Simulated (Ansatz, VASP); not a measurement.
**Au: VASP beside Ansatz**

The input INCAR:

```
SYSTEM = Au
PREC = Accurate
ENCUT = 500
EDIFF = 1E-6
ISMEAR = 0
SIGMA = 0.15
LREAL = .False.
LASPH = .True.
NELM = 120
ALGO = Normal
ISIF = 2
LWAVE = .False.
LCHARG = .False.
GGA = PE
NBANDS = 18
GGA_COMPAT = .False.
```

KPOINTS

```
regular mesh
0
Gamma
  18 18 10
  0 0 0
```

POSCAR

```
Au
1.0
    2.9169619367      0.0000000000      0.0000000000
   -1.4584809683      2.5261631390      0.0000000000
    0.0000000000      0.0000000000      4.8900308251
Au
2
Direct
    0.2721881452      0.8337184273      0.7500000000
    0.7278118548      0.1662815727      0.2500000000
```

Input for Ansatz:

```yaml
crystal:
  lattice:
    - [2.9169619367, 0.0, 0.0]
    - [-1.4584809683, 2.526163139, 0.0]
    - [0.0, 0.0, 4.8900308251]
  atoms:
    - { symbol: Au, position: [0.2721881452, 0.8337184273, 0.75] }
    - { symbol: Au, position: [0.7278118548, 0.1662815727, 0.25] }
basis:
  ecutwfc: 420
kpoints:
  mp_grid: { grid: [18, 18, 10] }
hamiltonian:
  xc: pbe
scf:
  occupations: { method: gaussian, width: 0.15 }
output:
  forces: true
  stress: true
  eigenvalues: true
```

Change from the starting cell: mode 4 frozen in at -0.422 Å and mode 5 at +0.422 Å (largest displacements).

Alike in both runs: task single point; functional PBE; k mesh 18 × 18 × 10; occupations gaussian, width 0.15 eV; no spin polarisation.

```csv
,VASP,Ansatz
version,VASP 6.6.1,Ansatz 0.2.0
potentials or method,"VASP PAW PBE potentials, release 64 (Au), cutoff 500 eV","scalar-relativistic, plane waves, PAW"
valence electrons in the cell,22,38
```

Ansatz gave:

```
gap on the k mesh at the Fermi level (eV)                     : none
pressure (GPa)                                                : 2.7
traceless stress, the component that is largest in VASP (GPa) : 4.98
rms of the force components (eV/Å)                            : 0.293
```

Task: What did VASP give for the same quantities?

Result: gap on the k mesh at the Fermi level (eV): none; pressure (GPa): 2.4; traceless stress, the component that is largest in VASP (GPa): 4.94; rms of the force components (eV/Å): 0.291.

Atom by atom the forces differ by 0.002 eV/Å (rms over components). A gap of «none» marks a metal or a gap that the smearing closes. VASP's potentials hold 22 valence electrons a cell and Ansatz's 38, so a difference there can come from the potentials and not from the codes.

Neither program's run includes spin-orbit coupling.
